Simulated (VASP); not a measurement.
Here is a VASP 6.6.1 calculation.

The input INCAR:

```
SYSTEM = Sn3GeP
PREC     = Accurate       ! precision mode
ENCUT    = 520            ! plane-wave cutoff, eV
EDIFF    = 1E-6           ! SCF threshold, eV
ISMEAR   = 0              ! smearing method
SIGMA    = 0.2            ! smearing width, eV
LREAL    = .FALSE.        ! projectors in reciprocal space
LASPH    = .TRUE.         ! aspherical terms in the spheres
NELM     = 100            ! most SCF steps
ALGO     = Normal         ! electronic algorithm
ISIF     = 2              ! what is computed and relaxed
LWAVE    = .FALSE.        ! write WAVECAR
LCHARG   = .FALSE.        ! write CHGCAR
GGA      = PE             ! functional
NBANDS   = 38             ! bands
```

The input KPOINTS:

```
Automatic mesh
0
G
  4 4 2
  0 0 0
```

Contents of POSCAR:

```
Sn3GeP
1.0
    3.7773192899      0.0000000000      0.0000000000
    0.0000000000      3.7773192899      0.0000000000
    0.0000000000      0.0000000000      8.9727242744
Sn Ge P
3 1 1
Direct
    0.5000000000      0.5000000000      0.7898303117
    0.5000000000      0.5000000000      0.2101696883
    0.0000000000      0.0000000000      0.0000000000
    0.0000000000      0.0000000000      0.5000000000
    0.5000000000      0.5000000000      0.5000000000
```

Potentials or basis: VASP PAW PBE potentials, release 64 (Sn_d, Ge_d, P).

Launch:

```console
$ cat potpaw_PBE.64/Sn_d/POTCAR potpaw_PBE.64/Ge_d/POTCAR potpaw_PBE.64/P/POTCAR > POTCAR
$ mpirun -np 1 vasp_std > vasp.out
```

(1) What does it give for the largest force?

(2) Estimate the pressure.

(3) Predict the band gap on the k mesh.

Answers

(1) 0.026 eV/Å.

(2) 0.2 GPa.

(3) zero (an odd number of electrons rules out a gap without spin polarisation).

Caveat: the k points lie up to 0.42 Å⁻¹ apart, too coarse for converged energies and pressures of a metal; spin-orbit coupling is left out, which moves the levels of the heavy elements.
